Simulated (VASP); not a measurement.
Sn:

```
CELL_PARAMETERS angstrom
0.00000 3.23334 3.23334
3.23334 0.00000 3.23334
3.23334 3.23334 0.00000
ATOMIC_POSITIONS crystal
Sn 0.75000 0.75000 0.75000
Sn 0.50000 0.50000 0.50000
```

This isn't the form of Sn at room conditions, which is tetragonal (white tin).

| Property | Result |
| --- | --- |
| Program | VASP 6.6.1 |
| Task | relaxation of cell and atoms |
| Functional | PBEsol |
| Potentials or basis | VASP PAW PBE potentials, release 64 (Sn_d) |
| Cutoff | 600 eV |
| k mesh | 7 × 7 × 7 |
| Occupations | fermi-dirac, width 0.05 eV |
| Spin | no spin polarisation |

At the start: pressure 1.5 GPa; volume 33.80 Å³/atom.

Problem. Where does the relaxation end?

Solution. Over 3 steps the energy falls by 5.3 meV/atom and the volume is 34.96 Å³/atom (+3.4 %); space group Fd-3m (No. 227, to 0.1 Å) before and after.

Step by step:
```tsv
step	energy change (eV)	largest force (eV/Å)	pressure (GPa)	volume (Å³)
1	0.0000	0.0000	1.52	67.61
2	-0.0092	0.0000	-0.49	70.78
3	-0.0105	0.0000	-0.01	69.91
```

Final structure:
```cif
data_structure
_symmetry_space_group_name_H-M 'P 1'
_symmetry_Int_Tables_number 1
_cell_length_a 4.6240
_cell_length_b 4.6240
_cell_length_c 4.6240
_cell_angle_alpha 60.000
_cell_angle_beta 60.000
_cell_angle_gamma 60.000
_cell_volume 69.91
loop_
_atom_site_label
_atom_site_type_symbol
_atom_site_fract_x
_atom_site_fract_y
_atom_site_fract_z
_atom_site_occupancy
Sn1 Sn 0.75000 0.75000 0.75000 1
Sn2 Sn 0.50000 0.50000 0.50000 1
```

Caveat: the PAW data sets were made with another functional, which shifts forces and pressure a little.
